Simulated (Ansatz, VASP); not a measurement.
GaN: VASP beside Ansatz

File INCAR:

```
SYSTEM = GaN
PREC = Accurate ; ENCUT = 520
EDIFF = 1E-8 ; ISMEAR = -1
SIGMA = 0.02 ; LREAL = .FALSE.
LASPH = .TRUE. ; NELM = 60
ALGO = Normal ; ISIF = 2
LWAVE = .FALSE. ; LCHARG = .FALSE.
GGA = PE ; LEFG = .TRUE.
NBANDS = 16
```

KPOINTS

```
Automatic mesh
0
G
  13 13 13
  0 0 0
```

File POSCAR:

```
GaN
1.0
    0.0000000000      1.9925000000      2.0124250000
    1.9925000000      0.0000000000      2.0124250000
    1.9925000000      1.9925000000      0.0000000000
Ga N
1 1
Direct
    0.5000000000      0.5000000000      0.5000000000
    0.0000000000      0.0000000000      0.0000000000
```

Input for Ansatz:

```yaml
crystal:
  lattice:
    - [0.0, 1.9925, 2.012425]
    - [1.9925, 0.0, 2.012425]
    - [1.9925, 1.9925, 0.0]
  atoms:
    - { symbol: Ga, position: [0.5, 0.5, 0.5] }
    - { symbol: "N", position: [0.0, 0.0, 0.0] }
kpoints:
  mp_grid: { grid: [13, 13, 13] }
scf:
  occupations: { method: fermi_dirac, width: 0.02 }
hamiltonian:
  xc: pbe
  pseudopotentials: { kind: paw }
output:
  forces: true
  stress: true
  eigenvalues: true
  efg: { contact_densities: true }
```

Change from the starting cell: zz strain of +1 %, PAW files.

Alike in both runs: task electric field gradients; functional PBE; k mesh 13 × 13 × 13; occupations fermi-dirac, width 0.02 eV; no spin polarisation.

|  | VASP | Ansatz |
| --- | --- | --- |
| version | VASP 6.6.1 | Ansatz 0.2.0 |
| potentials or method | VASP PAW PBE potentials, release 64 (Ga_d, N) | PAW with Ansatz's default frozen-core files, scalar-relativistic |
| plane-wave cutoff (eV) | 520 | 420 |
| valence electrons in the cell | 18 | 18 |

```csv
,VASP,Ansatz,Ansatz less VASP
gap on the k mesh at the Fermi level (eV),1.77,1.79,+0.013
pressure (GPa),65.5,64.4,-1.15
"traceless stress, the component that is largest in VASP (GPa)",-3.26,-3.29,-0.035
size of Vzz on the site where it differs most (V/Å²),10.0,10.5,+0.47
```

Both programs put the cell under a high pressure, so it lies far from rest at this level. With one functional, cell and mesh, what is left measures potentials, basis and numerics.

Noted on VASP's run: the cell as given lies far from equilibrium.
